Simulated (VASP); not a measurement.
# NiO (Fm-3m) in VASP: single point with PBE

Aim: the single point of NiO with PBE.

Program: VASP 6.6.1. These are calculated values, not measurements. Logs are shortened: lines on timing, memory, paths and dates and some standing lists are left out, and cuts for length are marked.

## (1) The cell of the first run

The structure is cubic, space group Fm-3m (No. 225). Conventional cell: a = 4.087 Å, b = 4.087 Å, c = 4.087 Å, α = 90.00°, β = 90.00°, γ = 90.00°. Ni (site symmetry m-3m) has 6 O at 2.04 Å within 2.7 Å. Within 2.7 Å of O (site symmetry m-3m) lie 6 Ni at 2.04 Å.

## (2) Single point, PBE, collinear spin, ferromagnetic start

Input file INCAR:

```
PREC = Accurate
ENCUT = 600
EDIFF = 1E-6
ISMEAR = 0
SIGMA = 0.02
LREAL = False
LASPH = True
NELM = 200
ALGO = Normal
ISIF = 2
LWAVE = False
LCHARG = False
ISPIN = 2
MAGMOM = 1 0
LORBIT = 11
LMAXMIX = 4
GGA = PE
NBANDS = 19
GGA_COMPAT = False
```

Input file KPOINTS:

```
regular mesh
0
Gamma
  18 18 18
```

Input file POSCAR:

```
NiO
1.0
    0.0000000000      2.0433202721      2.0433202721
    2.0433202721      0.0000000000      2.0433202721
    2.0433202721      2.0433202721      0.0000000000
Ni O
1 1
Direct
    0.0000000000      0.0000000000      0.0000000000
    0.5000000000      0.5000000000      0.5000000000
```

Potentials or basis: VASP PAW PBE potentials, release 64 (Ni, O).

Started as:

```sh
> cat potpaw_PBE.64/Ni/POTCAR potpaw_PBE.64/O/POTCAR > POTCAR
> mpirun -np 1 vasp_std > vasp.out
```

OUTCAR:

```text
PREC = Accurate
   ENCUT = 600
   EDIFF = 1E-6
   ISMEAR = 0
   LREAL = False
   LASPH = True
   NELM = 200
   ISIF = 2
   ISPIN = 2
   LORBIT = 11
   GGA = PE

 ion  position               nearest neighbor table
   1  0.000  0.000  0.000-   2 2.04   2 2.04   2 2.04   2 2.04   2 2.04   2 2.04
   2  0.500  0.500  0.500-   1 2.04   1 2.04   1 2.04   1 2.04   1 2.04   1 2.04

  LATTYP: Found a face centered cubic cell.
 ALAT       =     4.0866405442

  Lattice vectors:

 A1 = (   0.0000000000,   2.0433202721,   2.0433202721)
 A2 = (   2.0433202721,   0.0000000000,   2.0433202721)
 A3 = (   2.0433202721,   2.0433202721,   0.0000000000)

Analysis of symmetry for initial positions (statically):
=====================================================================
 Subroutine PRICEL returns:
 Original cell was already a primitive cell.

 Routine SETGRP: Setting up the symmetry group for a
 face centered cubic supercell.

 Subroutine GETGRP returns: Found 48 space group operations
 (whereof 48 operations were pure point group operations)
 out of a pool of 48 trial point group operations.

The static configuration has the point symmetry O_h .

Analysis of symmetry for dynamics (positions and initial velocities):
=====================================================================
 Subroutine PRICEL returns:
 Original cell was already a primitive cell.

 Routine SETGRP: Setting up the symmetry group for a
 face centered cubic supercell.

 Subroutine GETGRP returns: Found 48 space group operations
 (whereof 48 operations were pure point group operations)
 out of a pool of 48 trial point group operations.

The dynamic configuration has the point symmetry O_h .

Analysis of structural, dynamic, and magnetic symmetry:
=====================================================================
 Subroutine PRICEL returns:
 Original cell was already a primitive cell.

 Routine SETGRP: Setting up the symmetry group for a
 face centered cubic supercell.

 Subroutine GETGRP returns: Found 48 space group operations
 (whereof 48 operations were pure point group operations)
 out of a pool of 48 trial point group operations.

The overall configuration has the point symmetry O_h .

 Subroutine INISYM returns: Found 48 space group operations
 (whereof 48 operations are pure point group operations),
 and found     1 'primitive' translations

----------------------------------------------------------------------------------------

                                     Primitive cell

  volume of cell :      17.0624

  direct lattice vectors                    reciprocal lattice vectors
     0.000000000  2.043320272  2.043320272    -0.244699770  0.244699770  0.244699770
     2.043320272  0.000000000  2.043320272     0.244699770 -0.244699770  0.244699770
     2.043320272  2.043320272  0.000000000     0.244699770  0.244699770 -0.244699770

  length of vectors
     2.889691241  2.889691241  2.889691241     0.423832434  0.423832434  0.423832434

  position of ions in fractional coordinates (direct lattice)
     0.000000000  0.000000000  0.000000000
     0.500000000  0.500000000  0.500000000

  ion indices of the primitive-cell ions
   primitive index   ion index
                 1           1
                 2           2

----------------------------------------------------------------------------------------

 KPOINTS: regular mesh

Automatic generation of k-mesh.
 Grid dimensions read from file:
 generate k-points for:   18   18   18

 Generating k-lattice:

  Cartesian coordinates                     Fractional coordinates (reciprocal lattice)
    -0.013594432  0.013594432  0.013594432     0.055555556  0.000000000  0.000000000
     0.013594432 -0.013594432  0.013594432     0.000000000  0.055555556  0.000000000
     0.013594432  0.013594432 -0.013594432     0.000000000  0.000000000  0.055555556

  Length of vectors
     0.023546246  0.023546246  0.023546246

  Shift w.r.t. Gamma in fractional coordinates (k-lattice)
     0.000000000  0.000000000  0.000000000

 Subroutine IBZKPT returns following result:
 ===========================================

 Found    195 irreducible k-points:

 Following reciprocal coordinates:
            Coordinates               Weight
  0.000000  0.000000  0.000000      1.000000
  0.055556  0.000000  0.000000      8.000000
  0.111111  0.000000  0.000000      8.000000
  0.166667  0.000000  0.000000      8.000000
  0.222222  0.000000  0.000000      8.000000
  0.277778  0.000000  0.000000      8.000000
[... 16 lines left out ...]
 -0.277778  0.055556  0.000000     24.000000
 -0.222222  0.055556  0.000000     24.000000
 [... further k-points ...]
   k-points           NKPTS =    195   k-points in BZ     NKDIM =    195   number of bands    NBANDS=     19
   number of dos      NEDOS =    301   number of ions     NIONS =      2
   total plane-waves  NPLWV =  13824
   dimension x,y,z NGX =    24 NGY =   24 NGZ =   24
   dimension x,y,z NGXF=    48 NGYF=   48 NGZF=   48
   ions per type =               1   1
   NGX,Y,Z   is equivalent  to a cutoff of  13.81, 13.81, 13.81 a.u.
   NGXF,Y,Z  is equivalent  to a cutoff of  27.61, 27.61, 27.61 a.u.
 SYSTEM =  unknown system
   PREC   = accura    normal or accurate (medium, high low for compatibility)
   ISTART =      0    job   : 0-new  1-cont  2-samecut
   ICHARG =      2    charge: 1-file 2-atom 10-const
   ISPIN  =      2    spin polarized calculation?
   LNONCOLLINEAR =      F non collinear calculations
   LSORBIT =      F    spin-orbit coupling
   LASPH  =      T    aspherical Exc in radial PAW
   ENCUT  =  600.0 eV  44.10 Ry    6.64 a.u.   5.77  5.77  5.77*2*pi/ulx,y,z
   NELM   =    200;   NELMIN=  2; NELMDL= -5     # of ELM steps
   EDIFF  = 0.1E-05   stopping-criterion for ELM
   LREAL  =      F    real-space projection
   EDIFFG = 0.1E-04   stopping-criterion for IOM
   NSW    =      0    number of steps for IOM
   IBRION =     -1    ionic relax: 0-MD 1-quasi-New 2-CG
   NFREE  =      0    steps in history (QN), initial steepest desc. (CG)
   ISIF   =      2    stress and relaxation
   ISYM   =      2    0-nonsym 1-usesym 2-fastsym
   POTIM  = 0.5000    time-step for ionic-motion
   TEBEG  =    0.0;   TEEND  =   0.0 temperature during run
   PSTRESS=    0.0 pullay stress
   NELECT =      16.0000    total number of electrons
   NUPDOWN=      -1.0000    fix difference up-down
   EMIN   =  10.00;   EMAX   =-10.00  energy-range for DOS
   EFERMI =   0.00;   METHOD = LEGACY
   ISMEAR =     0;   SIGMA  =   0.02  broadening in eV -4-tet -1-fermi 0-gaus
   EFERMI_NEDOS =   21; number of points for ismear=-14 and -15
   IALGO  =     38    algorithm
   IMIX   =      4    mixing-type and parameters
     AMIX     =   0.40;   BMIX     =  1.00
     AMIX_MAG =   1.60;   BMIX_MAG =  1.00
  volume/ion in A,a.u.               =       8.53        57.57
  Fermi-wavevector in a.u.,A,eV,Ry     =   1.602391  3.028079 34.935075  2.567656
  Thomas-Fermi vector in A             =   2.699219
   LORBIT       =     11    0 simple, 1 ext, 2 COOP (PROOUT), +10 PAW based schemes
   GGA     = PE    functional components
   LHFCALC =     F    Hartree Fock is set to
   AEXX    =    0.0000 exact exchange contribution
   IVDW    =     0    specifies the selected vdW correction
   LEPSILON=     F    determine dielectric tensor
   LRPA    =     F    only Hartree local field effects (RPA)
 spin polarized calculation
 Gauss-broadening in eV      SIGMA  =   0.02
  energy-cutoff  :      600.00
  volume of cell :       17.06
 maximum number of plane-waves:       588
   NGX = 11   NGY = 11   NGZ = 11

 number of electron      15.9999994 magnetization       1.5220093

 Free energy of the ion-electron system (eV)
  ---------------------------------------------------
  ext. energy  EPLUGINS =         0.00000000
  ---------------------------------------------------
  free energy    TOTEN  =       -11.39243423 eV

  energy without entropy =      -11.39224716  energy(sigma->0) =      -11.39234070

 E-fermi :   8.9514     XC(G=0): -13.0680

 val. band max:        8.9479546122   @ k =   0.3889   0.2222   0.1111
 cond. band min:       8.9531738959   @ k =  -0.3889   0.2222   0.0000
 fundamental gap:      0.0052192836
 Fermi energy:         8.9514466832

 spin component 1

 k-point     1 :       0.0000    0.0000    0.0000
  band No.  band energies     occupation
      1     -12.1572      1.00000
      2       5.5734      1.00000
      3       5.5734      1.00000
      4       5.5734      1.00000
      5       5.8455      1.00000
      6       5.8455      1.00000
[... 11 lines left out ...]
     18      35.6894      0.00000
     19      35.6894      0.00000
[... 485 lines left out ...]
 k-point    24 :      -0.2222    0.0556    0.0000
  band No.  band energies     occupation
      1     -11.4695      1.00000
      2       2.3222      1.00000
      3       3.3871      1.00000
      4       3.6903      1.00000
      5       6.5023      1.00000
      6       6.5035      1.00000
[... 11 lines left out ...]
     18      40.4453      0.00000
     19      41.6776      0.00000

 [... further k-points ...]

 spin component 2

 k-point     1 :       0.0000    0.0000    0.0000
  band No.  band energies     occupation
      1     -11.7955      1.00000
      2       5.9978      1.00000
      3       5.9978      1.00000
      4       5.9978      1.00000
      5       6.8910      1.00000
      6       6.8911      1.00000
[... 11 lines left out ...]
     18      36.2354      0.00000
     19      36.2356      0.00000
[... 485 lines left out ...]
 k-point    24 :      -0.2222    0.0556    0.0000
  band No.  band energies     occupation
      1     -11.0916      1.00000
      2       2.7277      1.00000
      3       4.3518      1.00000
      4       4.4678      1.00000
      5       7.2946      1.00000
      6       7.5037      1.00000
[... 11 lines left out ...]
     18      40.9200      0.00000
     19      42.2110      0.00000

 [... further k-points ...]

------------------------ aborting loop because EDIFF is reached ----------------------------------------

  FORCE on cell =-STRESS in cart. coord.  units (eV):
  Direction    XX          YY          ZZ          XY          YZ          ZX
  --------------------------------------------------------------------------------------
  -------------------------------------------------------------------------------------
  Total        1.9654871      1.9654871      1.9654871     -0.0000000     -0.0000000      0.0000000
  in kB      184.5616448    184.5616448    184.5616448     -0.0000000     -0.0000000      0.0000000
  external PRESSURE =     184.5616448 kB  Pullay stress =       0.0000000 kB

 VOLUME and BASIS-vectors are now :
 -----------------------------------------------------------------------------
  energy-cutoff  :      600.00
  volume of cell :       17.06
      direct lattice vectors                 reciprocal lattice vectors
     0.000000000  2.043320272  2.043320272    -0.244699770  0.244699770  0.244699770
     2.043320272  0.000000000  2.043320272     0.244699770 -0.244699770  0.244699770
     2.043320272  2.043320272  0.000000000     0.244699770  0.244699770 -0.244699770

 POSITION                                       TOTAL-FORCE (eV/Angst)
 -----------------------------------------------------------------------------------
      0.00000      0.00000      0.00000        -0.000000     -0.000000     -0.000000
      2.04332      2.04332      2.04332         0.000000      0.000000      0.000000
 -----------------------------------------------------------------------------------
    total drift:                                0.000000     -0.000000     -0.000000

  FREE ENERGIE OF THE ION-ELECTRON SYSTEM (eV)
  ---------------------------------------------------
  free  energy   TOTEN  =       -11.3924342344 eV

  energy  without entropy=      -11.3922471590  energy(sigma->0) =      -11.39234070

 total charge

# of ion       s       p       d       tot
------------------------------------------
    1        0.353   0.457   8.316   9.126
    2        1.555   3.451   0.000   5.006
--------------------------------------------------
tot          1.909   3.907   8.316  14.132

 magnetization (x)

# of ion       s       p       d       tot
------------------------------------------
    1        0.012   0.016   1.238   1.266
    2        0.029   0.192   0.000   0.220
--------------------------------------------------
tot          0.041   0.207   1.238   1.486
```

It took 7 min on 1 thread of Intel Xeon 8259CL, shared host; peak memory 0.25 GiB.

Results:

```
Free energy                                           : -11.3924 eV
Pressure                                              : 18.5 GPa
Net moment                                            : 1.52 μB per cell
Site moments                                          : Ni +1.27; O +0.22 μB
Valence electrons inside the program's atomic spheres : Ni 9.13; O 5.01
```

Levels at points of the mesh, in eV from the Fermi level:
Spin up:
```csv
k point,band 5,band 6,band 7,band 8,band 9,band 10,band 11,band 12,band 13,band 14
"(0.00, 0.00, 0.00)",-3.11,-3.11,-2.77,-2.77,-2.77,1.85,17.98,19.38,19.38,19.38
"(0.50, 0.00, 0.00)",-1.95,-1.95,-1.40,0.47,0.47,5.66,10.53,14.38,14.38,22.12
"(0.50, 0.50, 0.00)",-3.79,-2.71,-2.03,-1.62,-1.62,6.52,10.91,12.46,17.31,17.31
```
Spin down:
```
           k point  band 5  band 6  band 7  band 8  band 9  band 10
(0.00, 0.00, 0.00)   -2.06   -2.06   -2.06   -0.89   -0.89     2.16
(0.50, 0.00, 0.00)   -1.06   -1.06   -0.65    2.19    2.19     5.81
(0.50, 0.50, 0.00)   -3.18   -0.83   -0.83   -0.41    0.26     6.92
```

Caveat: the cell stands under pressure; a cell with one magnetic atom can't hold antiferromagnetic order, which such compounds often take; semilocal functionals often make such compounds metallic where correlation or magnetic order opens a gap, which also shifts bond lengths. With open d or f shells a metallic result of PBE can be an artefact of self-interaction; +U or a hybrid may open a gap.
